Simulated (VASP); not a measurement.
The system is Ge2Sb2Te.

```xyz
5
Lattice="5.1698 0.0000 0.0000 -2.5849 4.4772 0.0000 0.0000 0.0000 6.1144" Properties=species:S:1:pos:R:3 pbc="T T T"
Ge    0.0000    2.9848    3.0572
Ge    2.5849    1.4924    3.0572
Sb    0.0000    2.9848    0.0000
Sb    2.5849    1.4924    0.0000
Te    0.0000    0.0000    3.0572
```

The cell was generated, and may not be a known phase.

```yaml
Program: VASP 6.6.1
Task: relaxation of cell and atoms
Functional: PBE
Potentials_or_basis: VASP PAW PBE potentials, release 64 (Ge_d, Sb, Te)
Cutoff: 600 eV
k_mesh: 6 × 6 × 4
Occupations: gaussian, width 0.1 eV
Spin: no spin polarisation
```

At the start: pressure 0.3 GPa; volume 28.31 Å³/atom.

Q: Where does the relaxation end?

A: Over 4 steps the energy falls by 10.8 meV/atom and the volume is 28.10 Å³/atom (-0.7 %); space group P6/mmm (No. 191, to 0.1 Å) before and after.

The path:
```
step  energy change (eV)  largest force (eV/Å)  pressure (GPa)  volume (Å³)
   1              0.0000                0.0000            0.28       141.53
   2             -0.0502                0.0000           -0.48       142.47
   3             -0.0509                0.0000           -0.58       142.57
   4             -0.0541                0.0000            0.10       140.48
```

Final structure:
```
CELL_PARAMETERS angstrom
5.23408 0.00000 0.00000
-2.61704 4.53284 0.00000
0.00000 0.00000 5.92121
ATOMIC_POSITIONS crystal
Ge 0.33333 0.66667 0.50000
Ge 0.66667 0.33333 0.50000
Sb 0.33333 0.66667 0.00000
Sb 0.66667 0.33333 0.00000
Te 0.00000 0.00000 0.50000
```
